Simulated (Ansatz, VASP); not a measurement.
**MgO in VASP and in Ansatz**

```
Mg O
1.0
     3.25534    0.00000    0.00000
    -1.62767    2.81920    0.00000
     0.00000    0.00000   10.41495
Mg O
4 4
Direct
  0.33333 0.66667 0.96960
  0.00000 0.00000 0.22095
  0.00000 0.00000 0.72095
  0.66667 0.33333 0.46960
  0.33333 0.66667 0.77992
  0.88020 0.00000 0.52954
  0.00000 0.00000 0.02954
  0.66667 0.33333 0.27992
```

Alike in both runs: task single point; functional PBEsol; k mesh 9 × 9 × 4; occupations gaussian, width 0.05 eV; no spin polarisation.

|  | VASP | Ansatz |
| --- | --- | --- |
| version | VASP 6.6.1 | Ansatz 0.2.0 |
| potentials or method | VASP PAW PBE potentials, release 64 (Mg, O), cutoff 520 eV | scalar-relativistic, plane waves, PAW |
| valence electrons in the cell | 32 | 64 |

|  | VASP | Ansatz | Ansatz less VASP |
| --- | --- | --- | --- |
| gap on the k mesh at the Fermi level (eV) | 3.24 | 3.24 | +0.002 |
| least direct gap on the mesh (eV) | 3.24 | 3.24 | +0.002 |
| pressure (GPa) | 3.2 | 3.3 | +0.10 |
| traceless stress, the component that is largest in VASP (GPa) | -5.94 | -5.70 | +0.241 |
| rms of the force components (eV/Å) | 1.683 | 1.622 | -0.0610 |

VASP's potentials were made for PBE, not for PBEsol, and Ansatz warns of the same on its side. Atom by atom the forces differ by 0.061 eV/Å (rms over components). With one functional, cell and mesh, what is left measures potentials, basis and numerics. VASP's potentials hold 32 valence electrons a cell and Ansatz's 64, so a difference there can come from the potentials and not from the codes.
